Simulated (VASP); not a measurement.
# K2Ca3Cl (P-4m2) in VASP: further runs

The runs below take K2Ca3Cl through relaxation of cell and atoms, single point, with PBE.

All numbers are computed with VASP 6.6.1; they aren't measurements. Logs are shortened: lines on timing, memory, paths and dates and some standing lists are left out, and cuts for length are marked.

## Step 1: The cell of the first run

It takes space group P-4m2 (No. 115, tetragonal). Conventional cell: a = 4.189 Å, b = 4.189 Å, c = 9.181 Å, α = 90.00°, β = 90.00°, γ = 90.00°. Within 4.2 Å of K (site symmetry 2mm) lie 7 Ca at 3.15 to 3.23 Å and 2 Cl at 3.22 Å and 4 K at 4.19 Å. Within 3.9 Å of Ca (site symmetry -4m2) lie 4 Cl at 2.96 Å and 4 K at 3.22 Å. Ca (site symmetry 2mm) has 5 K at 3.15 to 3.23 Å and 10 Ca at 3.67 to 4.19 Å and 2 Cl at 4.08 Å within 4.2 Å. Cl (site symmetry -4m2) has 4 Ca at 2.96 Å and 4 K at 3.22 Å within 3.9 Å.

The cell was generated, and may not be a known phase.

## Step 2: Relaxation of cell and atoms, PBE

INCAR

```
ALGO = Normal ; EDIFF = 1E-6
EDIFFG = -0.04 ; ENCUT = 600
GGA = PE ; IBRION = 2
ISIF = 3 ; ISMEAR = 0
LASPH = T ; LCHARG = F
LREAL = F ; LWAVE = F
NELM = 100 ; NSW = 90
PREC = Accurate ; SIGMA = 0.1
```

KPOINTS

```
k-points
0
Gamma
  4 4 2
```

POSCAR

```
K2Ca3Cl
1.0
    4.1889299100      0.0000000000      0.0000000000
    0.0000000000      4.1889299100      0.0000000000
    0.0000000000      0.0000000000      9.1805881200
K Ca Cl
2 3 1
Direct
    0.0000000000      0.5000000000      0.7340000300
    0.5000000000      0.0000000000      0.2659999700
    0.5000000000      0.5000000000      0.0000000000
    0.0000000000      0.5000000000      0.3820000000
    0.5000000000      0.0000000000      0.6180000000
    0.0000000000      0.0000000000      0.0000000000
```

Potentials or basis: VASP PAW PBE potentials, release 64 (K_sv, Ca_sv, Cl).

Started as:

```bash
cat potpaw_PBE.64/K_sv/POTCAR potpaw_PBE.64/Ca_sv/POTCAR potpaw_PBE.64/Cl/POTCAR > POTCAR
mpirun -np 1 vasp_std > vasp.out
```

OUTCAR:

```text
EDIFF = 1E-6
   EDIFFG = -0.04
   ENCUT = 600
   GGA = PE
   IBRION = 2
   ISIF = 3
   ISMEAR = 0
   LASPH = T
   LREAL = F
   NELM = 100
   NSW = 90
   PREC = Accurate

 ion  position               nearest neighbor table
   1  0.000  0.500  0.734-   5 3.15   5 3.15   5 3.15   5 3.15   6 3.22   3 3.22   6 3.22   3 3.22
                             4 3.23
   2  0.500  0.000  0.266-   4 3.15   4 3.15   4 3.15   4 3.15   3 3.22   6 3.22   6 3.22   3 3.22
                             5 3.23
   3  0.500  0.500  0.000-   1 3.22   2 3.22   2 3.22   1 3.22
   4  0.000  0.500  0.382-   2 3.15   2 3.15   2 3.15   2 3.15   1 3.23
   5  0.500  0.000  0.618-   1 3.15   1 3.15   1 3.15   1 3.15   2 3.23
   6  0.000  0.000  0.000-   1 3.22   2 3.22   1 3.22   2 3.22

  LATTYP: Found a simple tetragonal cell.
 ALAT       =     4.1889299100
 C/A-ratio  =     2.1916308741

  Lattice vectors:

 A1 = (   4.1889299100,   0.0000000000,   0.0000000000)
 A2 = (   0.0000000000,   4.1889299100,   0.0000000000)
 A3 = (   0.0000000000,   0.0000000000,   9.1805881200)

Analysis of symmetry for initial positions (statically):
=====================================================================
 Subroutine PRICEL returns:
 Original cell was already a primitive cell.

 Routine SETGRP: Setting up the symmetry group for a
 simple tetragonal supercell.

 Subroutine GETGRP returns: Found  8 space group operations
 (whereof  8 operations were pure point group operations)
 out of a pool of 16 trial point group operations.

The static configuration has the point symmetry D_2d.

Analysis of symmetry for dynamics (positions and initial velocities):
=====================================================================
 Subroutine PRICEL returns:
 Original cell was already a primitive cell.

 Routine SETGRP: Setting up the symmetry group for a
 simple tetragonal supercell.

 Subroutine GETGRP returns: Found  8 space group operations
 (whereof  8 operations were pure point group operations)
 out of a pool of 16 trial point group operations.

The dynamic configuration has the point symmetry D_2d.

 Subroutine INISYM returns: Found  8 space group operations
 (whereof  8 operations are pure point group operations),
 and found     1 'primitive' translations

----------------------------------------------------------------------------------------

                                     Primitive cell

  volume of cell :     161.0930

  direct lattice vectors                    reciprocal lattice vectors
     4.188929910  0.000000000  0.000000000     0.238724453  0.000000000  0.000000000
     0.000000000  4.188929910  0.000000000     0.000000000  0.238724453  0.000000000
[... 89 lines left out ...]
   TEBEG  =    0.0;   TEEND  =   0.0 temperature during run
   PSTRESS=    0.0 pullay stress
   NELECT =      55.0000    total number of electrons
   NUPDOWN=      -1.0000    fix difference up-down
   EMIN   =  10.00;   EMAX   =-10.00  energy-range for DOS
   EFERMI =   0.00;   METHOD = LEGACY
   ISMEAR =     0;   SIGMA  =   0.10  broadening in eV -4-tet -1-fermi 0-gaus
   EFERMI_NEDOS =   21; number of points for ismear=-14 and -15
   IALGO  =     38    algorithm
   IMIX   =      4    mixing-type and parameters
     AMIX     =   0.40;   BMIX     =  1.00
     AMIX_MAG =   1.60;   BMIX_MAG =  1.00
  volume/ion in A,a.u.               =      26.85       181.18
  Fermi-wavevector in a.u.,A,eV,Ry     =   1.144204  2.162232 17.812788  1.309203
  Thomas-Fermi vector in A             =   2.280897
   LORBIT       =      0    0 simple, 1 ext, 2 COOP (PROOUT), +10 PAW based schemes
   GGA     = PE    functional components
   LHFCALC =     F    Hartree Fock is set to
   AEXX    =    0.0000 exact exchange contribution
   IVDW    =     0    specifies the selected vdW correction
   LEPSILON=     F    determine dielectric tensor
   LRPA    =     F    only Hartree local field effects (RPA)
 conjugate gradient relaxation of ions
 non-spin polarized calculation
 Gauss-broadening in eV      SIGMA  =   0.10
  energy-cutoff  :      600.00
  volume of cell :      161.09
 maximum number of plane-waves:      5436
 NGX is ok and might be reduce to    36
   NGX = 17   NGY = 17   NGZ = 37

--------------------------------------- Ionic step        1  -------------------------------------------

 number of electron      55.0000004 magnetization

 Free energy of the ion-electron system (eV)
  ---------------------------------------------------
  ext. energy  EPLUGINS =         0.00000000
  ---------------------------------------------------
  free energy    TOTEN  =        -7.85253471 eV

  energy without entropy =       -7.81961280  energy(sigma->0) =       -7.83607376

------------------------ aborting loop because EDIFF is reached ----------------------------------------

  FORCE on cell =-STRESS in cart. coord.  units (eV):
  Direction    XX          YY          ZZ          XY          YZ          ZX
  --------------------------------------------------------------------------------------
  -------------------------------------------------------------------------------------
  Total       10.5723009     10.5723009     11.4003777      0.0000000      0.0000000      0.0000000
  in kB      105.1485783    105.1485783    113.3843540      0.0000000      0.0000000      0.0000000
  external PRESSURE =     107.8938369 kB  Pullay stress =       0.0000000 kB
[... 101 lines left out ...]
  FREE ENERGIE OF THE ION-ELECTRON SYSTEM (eV)
  ---------------------------------------------------
  free  energy   TOTEN  =       -10.3647831268 eV

  energy  without entropy=      -10.3407467879  energy(sigma->0) =      -10.35276496

[... ionic steps 4 to 29 ...]

--------------------------------------- Ionic step       30  -------------------------------------------

 number of electron      54.9999991 magnetization

------------------------ aborting loop because EDIFF is reached ----------------------------------------
[... 75 lines left out ...]
--------------------------------------- Ionic step       32  -------------------------------------------

 number of electron      54.9999996 magnetization

 Free energy of the ion-electron system (eV)
  ---------------------------------------------------
  ext. energy  EPLUGINS =         0.00000000
  ---------------------------------------------------
  free energy    TOTEN  =       -11.82450814 eV

  energy without entropy =      -11.79637944  energy(sigma->0) =      -11.81044379

 E-fermi :   1.7780     XC(G=0):  -7.0963

 val. band max:        1.7120117205   @ k =   0.5000   0.0000   0.0000
 cond. band min:       1.7915700391   @ k =   0.5000   0.2500   0.5000
 fundamental gap:      0.0795583187
 Fermi energy:         1.7779986131

 k-point     1 :       0.0000    0.0000    0.0000
  band No.  band energies     occupation
      1     -41.5978      2.00000
      2     -40.6607      2.00000
      3     -40.6479      2.00000
      4     -30.0490      2.00000
      5     -30.0489      2.00000
      6     -22.5956      2.00000
[... 454 lines left out ...]
  FREE ENERGIE OF THE ION-ELECTRON SYSTEM (eV)
  ---------------------------------------------------
  free  energy   TOTEN  =       -11.8245081363 eV

  energy  without entropy=      -11.7963794391  energy(sigma->0) =      -11.81044379

 reached required accuracy - stopping structural energy minimisation
```

Run time: 32 min. Hardware: 1 thread of Intel Xeon Platinum 8488C (Sapphire Rapids), shared host; peak memory 0.36 GiB.

Results:

```yaml
Free_energy: -11.8245 eV
Relaxed_volume: 45.02 Å³/atom
Relaxed_cell: a = 4.092 Å, b = 4.092 Å, c = 16.135 Å, α = 90.00°, β = 90.00°, γ = 90.00°
Space_group_after_relaxing_to_0.1_Å: P-4m2 (No. 115)
Energy_gained_by_relaxing: 662.0 meV/atom
Ionic_steps: 32
Pressure_after_relaxing: -0.1 GPa
Largest_force_after_relaxing: 0.033 eV/Å
Band_gap_on_the_k_mesh: zero (an odd number of electrons rules out a gap without spin polarisation)
```

Forces in eV/Å, atoms in the order of the input:
```
K    0.000  0.000  0.023
K    0.000  0.000 -0.023
Ca   0.000  0.000  0.000
Ca   0.000  0.000 -0.033
Ca   0.000  0.000  0.033
Cl   0.000  0.000  0.000
```

The path:
```csv
step,energy change (eV),largest force (eV/Å),pressure (GPa),volume (Å³)
1,0.0000,0.3412,10.79,161.09
2,-1.9484,0.3591,3.71,207.03
3,-2.5122,0.3915,0.68,249.94
4,-2.5503,0.3950,0.06,264.30
5,-2.5517,0.3949,-0.05,267.45
6,-2.5847,0.4027,-0.05,267.50
7,-2.6897,0.4084,-0.02,267.54
8,-2.9144,0.3333,0.09,267.15
9,-3.2467,0.1699,0.44,264.60
10,-2.0271,1.1715,2.82,253.08
11,-3.1932,0.4576,0.68,263.63
12,-3.2154,0.4922,0.64,265.33
13,-3.2504,0.6118,0.56,270.19
14,-3.2509,0.6636,0.54,272.08
15,-3.2971,0.6399,0.42,274.60
16,-3.4175,0.5535,0.06,282.22
17,-3.5708,0.3492,-0.62,297.60
18,-3.5078,0.0853,-1.78,328.96
19,-3.6123,0.1868,-1.03,307.86
20,-3.6906,0.1609,-1.01,303.51
21,-3.8777,0.0334,-0.87,290.04
22,-3.6961,0.5852,0.28,261.48
23,-3.9213,0.1268,-0.70,283.00
24,-3.9246,0.1682,-0.63,281.01
25,-3.9530,0.1253,-0.21,272.77
26,-3.9572,0.1215,0.04,268.24
27,-3.9609,0.1097,0.04,268.11
28,-3.9669,0.0749,0.05,267.71
29,-3.9672,0.0656,0.05,267.60
30,-3.9692,0.0528,-0.02,268.71
31,-3.9708,0.0335,-0.15,270.80
32,-3.9720,0.0326,-0.12,270.12
```

Final structure:
```
CELL_PARAMETERS angstrom
4.09159 0.00000 0.00000
0.00000 4.09159 0.00000
0.00000 0.00000 16.13540
ATOMIC_POSITIONS crystal
K 0.00000 0.50000 0.76615
K 0.50000 0.00000 0.23385
Ca 0.50000 0.50000 0.00000
Ca 0.00000 0.50000 0.42363
Ca 0.50000 0.00000 0.57637
Cl 0.00000 0.00000 0.00000
```

Caveat: the k points lie up to 0.38 Å⁻¹ apart in the final cell, too coarse for converged energies and pressures of a metal; the volume moved by over 15 % at a fixed basis, so the end points are rough.

## Step 3: Single point, PBE

This run uses another cell than the first one, of 47.33 Å³/atom.

INCAR

```
PREC     = Accurate       # precision mode
ENCUT    = 520            # plane-wave cutoff, eV
EDIFF    = 1E-6           # SCF threshold, eV
ISMEAR   = 0              # smearing method
SIGMA    = 0.1            # smearing width, eV
LREAL    = False          # projectors in reciprocal space
LASPH    = True           # aspherical terms in the spheres
NELM     = 60             # most SCF steps
ALGO     = Normal         # electronic algorithm
ISIF     = 2              # what is computed and relaxed
LWAVE    = False          # write WAVECAR
LCHARG   = False          # write CHGCAR
GGA      = PE             # functional
NBANDS   = 36             # bands
```

KPOINTS

```
Automatic mesh
0
Gamma
  10 10 2
```

POSCAR

```
K2Ca3Cl
1.0
    4.0096301801      0.0000000000      0.0000000000
    0.0000000000      4.0096301801      0.0000000000
    0.0000000000      0.0000000000     17.6652812820
K Ca Cl
2 3 1
Direct
    0.0000000000      0.5000000000      0.7655962700
    0.5000000000      0.0000000000      0.2344037300
    0.5000000000      0.5000000000      0.0000000000
    0.0000000000      0.5000000000      0.4245073674
    0.5000000000      0.0000000000      0.5754926326
    0.0000000000      0.0000000000      0.0000000000
```

Potentials or basis: VASP PAW PBE potentials, release 64 (K_sv, Ca_sv, Cl).

Started as:

```bash
cat potpaw_PBE.64/K_sv/POTCAR potpaw_PBE.64/Ca_sv/POTCAR potpaw_PBE.64/Cl/POTCAR > POTCAR
mpirun -np 1 vasp_std > vasp.out
```

Run time: 8.3 min. Hardware: 1 thread of Intel Xeon Platinum 8488C (Sapphire Rapids), shared host; peak memory 0.59 GiB.

The run converged. Its results:

- Free energy: -12.0285 eV
- Pressure: 0.0 GPa
- Band gap on the k mesh: zero (an odd number of electrons rules out a gap without spin polarisation)

Forces on the atoms (eV/Å):
```
K    0.000  0.000  0.003
K    0.000  0.000 -0.003
Ca   0.000  0.000  0.000
Ca   0.000  0.000 -0.001
Ca   0.000  0.000  0.001
Cl   0.000  0.000  0.000
```

Levels at points of the mesh, in eV from the Fermi level:
```csv
k point,band 25,band 26,band 27,band 28,band 29,band 30,band 31,band 32
"(0.00, 0.00, 0.00)",-3.45,-2.22,-1.87,-0.66,-0.54,-0.48,0.74,0.83
"(0.50, 0.00, 0.00)",-1.19,-1.19,-0.19,-0.09,0.10,0.59,0.66,0.84
"(0.50, 0.50, 0.00)",-0.04,-0.04,0.33,0.33,0.51,0.51,0.91,1.23
"(0.00, 0.00, 0.50)",-3.44,-2.35,-1.43,-1.33,-0.54,0.06,0.59,0.74
"(0.50, 0.00, 0.50)",-1.19,-1.19,-0.21,-0.10,0.19,0.48,0.64,0.99
"(0.50, 0.50, 0.50)",-0.05,-0.05,0.35,0.35,0.51,0.51,0.91,1.20
```

The gap in the log of VASP goes by the Fermi energy; the results here count the filled bands.